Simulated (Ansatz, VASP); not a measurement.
# Two plane-wave programs on K

File INCAR:

```
SYSTEM = K
PREC     = Accurate       ! precision mode
ENCUT    = 520            ! plane-wave cutoff, eV
EDIFF    = 1E-6           ! SCF threshold, eV
ISMEAR   = -1             ! smearing method
SIGMA    = 0.1            ! smearing width, eV
LREAL    = .False.        ! projectors in reciprocal space
LASPH    = .True.         ! aspherical terms in the spheres
NELM     = 60             ! most SCF steps
ALGO     = Normal         ! electronic algorithm
ISIF     = 2              ! what is computed and relaxed
LWAVE    = .False.        ! write WAVECAR
LCHARG   = .False.        ! write CHGCAR
GGA      = RP             ! functional
NBANDS   = 20             ! bands
```

Contents of KPOINTS:

```
regular mesh
0
Gamma
  6 6 8
  0 0 0
```

File POSCAR:

```
K
1.0
    7.4714643872      0.0000000000      0.0000000000
   -3.7357321936      6.4704779628      0.0000000000
    0.0000000000      0.0000000000      4.4385181928
K
3
Direct
    1.0000000000      1.0000000000      1.0000000000
    0.3333333333      0.6666666667      0.5000000000
    0.6666666667      0.3333333333      0.5000000000
```

Input for Ansatz:

```yaml
crystal:
  lattice:
    - [7.4714643872, 0.0, 0.0]
    - [-3.7357321936, 6.4704779628, 0.0]
    - [0.0, 0.0, 4.4385181928]
  atoms:
    - { symbol: K, position: [1.0, 1.0, 1.0] }
    - { symbol: K, position: [0.3333333333, 0.6666666667, 0.5] }
    - { symbol: K, position: [0.6666666667, 0.3333333333, 0.5] }
hamiltonian:
  xc: rpbe
  pseudopotentials:
    kind: paw
    azcp:
      K: "pseudopotentials/K.paw.azcp"
basis:
  ecutwfc: 420
  fft_grid_basis: typed
kpoints:
  mp_grid: { grid: [6, 6, 8], shift: [0, 0, 0] }
magnetization:
  spin_polarized: false
scf:
  occupations: { method: fermi_dirac, width: 0.1 }
  lower_state_search: "off"
output:
  stress: true
```

Alike in both runs: task single point; functional RPBE; k mesh 6 × 6 × 8; occupations fermi-dirac, width 0.1 eV; no spin polarisation.

```csv
,VASP,Ansatz
version,VASP 6.6.1,Ansatz 0.2.0
potentials or method,"VASP PAW PBE potentials, release 64 (K_sv), cutoff 520 eV","plane waves (420 eV) with PAW, scalar-relativistic"
valence electrons in the cell,27,27
```

|  | VASP | Ansatz | Ansatz less VASP |
| --- | --- | --- | --- |
| pressure (GPa) | 0.5 | 0.5 | +0.01 |

VASP's potentials were made for PBE, not for RPBE.
